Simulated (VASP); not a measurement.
Set up this calculation in VASP 6.6.1, as the native input.

```
Task                   : single point
Functional             : PBE
Potentials or basis    : VASP PAW PBE potentials, release 64 (Cu)
Cutoff                 : 600 eV
k mesh                 : 12 × 12 × 12
Occupations            : fermi-dirac, width 0.3 eV
Spin                   : no spin polarisation
Dipole correction      : no
Further INCAR settings : ALGO = Normal; EDIFF = 1e-06; NBANDS = 12
```

The structure of Cu lies in POSCAR:

```
Cu
1.0
    0.0000000000      1.7917400000      1.7917400000
    1.7917400000      0.0000000000      1.7917400000
    1.7917400000      1.7917400000      0.0000000000
Cu
1
Direct
    0.0000000000      0.0000000000      0.0000000000
```

The input as run:

INCAR

```
SYSTEM = Cu
PREC     = Accurate       ! precision mode
ENCUT    = 600            ! plane-wave cutoff, eV
EDIFF    = 1E-6           ! SCF threshold, eV
ISMEAR   = -1             ! smearing method
SIGMA    = 0.3            ! smearing width, eV
LREAL    = .False.        ! projectors in reciprocal space
LASPH    = .True.         ! aspherical terms in the spheres
NELM     = 120            ! most SCF steps
ALGO     = Normal         ! electronic algorithm
ISIF     = 2              ! what is computed and relaxed
LWAVE    = .False.        ! write WAVECAR
LCHARG   = .False.        ! write CHGCAR
GGA      = PE             ! functional
NBANDS   = 12             ! bands
GGA_COMPAT= .False.
```

KPOINTS

```
Automatic mesh
0
Gamma
  12 12 12
  0 0 0
```

Potentials or basis: VASP PAW PBE potentials, release 64 (Cu).

Run with:

```sh
$ cat potpaw_PBE.64/Cu/POTCAR > POTCAR
$ mpirun -np 1 vasp_std > vasp.out
```

Results of the run:

```yaml
Pressure: 7.1 GPa
Band_gap_on_the_k_mesh: zero (an odd number of electrons rules out a gap without spin polarisation)
```

Caveat: the cell stands under pressure; so wide a smearing shifts energies and pressures.

Run time: 4.9 s on 1 thread of Intel(R) Xeon(R) 6975P-C (Granite Rapids) (shared host), peak memory 0.13 GiB.
